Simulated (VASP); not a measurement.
## I: single point with PBE-based screened hybrid with 25 % exact exchange

The system is I.

```
I
1.0
    -1.61746    1.61746    4.26481
     1.61746   -1.61746    4.26481
     1.61746    1.61746   -4.26481
I
1
Cartesian
  0.0000 0.0000 0.0000
```

* Program: VASP 6.6.1
* Task: single point
* Functional: PBE-based screened hybrid with 25 % exact exchange
* Potentials or basis: VASP PAW PBE potentials, release 64 (I)
* Cutoff: 520 eV
* k mesh: 6 × 6 × 6
* Occupations: fermi-dirac, width 0.05 eV
* Spin: no spin polarisation

```json
{
  "Pressure": "-1.0 GPa",
  "Band gap on the k mesh": "zero (an odd number of electrons rules out a gap without spin polarisation)"
}
```

Stress tensor (GPa, compression positive):
```
-1.45  0.00  0.00
 0.00 -1.45  0.00
 0.00  0.00  0.00
```

Levels at points of the mesh, in eV from the Fermi level:
```tsv
k point	band 1	band 2	band 3	band 4	band 5	band 6	band 7	band 8
(0.00, 0.00, 0.00)	-14.94	-2.60	1.45	1.45	5.24	8.49	9.13	13.86
(0.50, 0.00, 0.00)	-13.41	-5.50	-1.96	2.60	5.92	10.64	11.08	12.22
(0.50, 0.50, 0.00)	-11.91	-4.20	-4.03	-0.72	5.03	7.62	10.50	11.53
(0.50, 0.50, 0.50)	-14.80	-4.09	1.33	1.33	8.16	8.55	10.48	13.80
```

Wall time 23 min on 1 thread of Intel(R) Xeon(R) Platinum 8488C (Sapphire Rapids), with other jobs on the host, peak memory 0.31 GiB.

Caveat: the PAW data sets were made with another functional, which shifts forces and pressure a little; spin-orbit coupling is left out, which moves the levels of the heavy elements; an odd number of electrons without spin polarisation forces a metal; a magnetic or distorted state may lie lower.
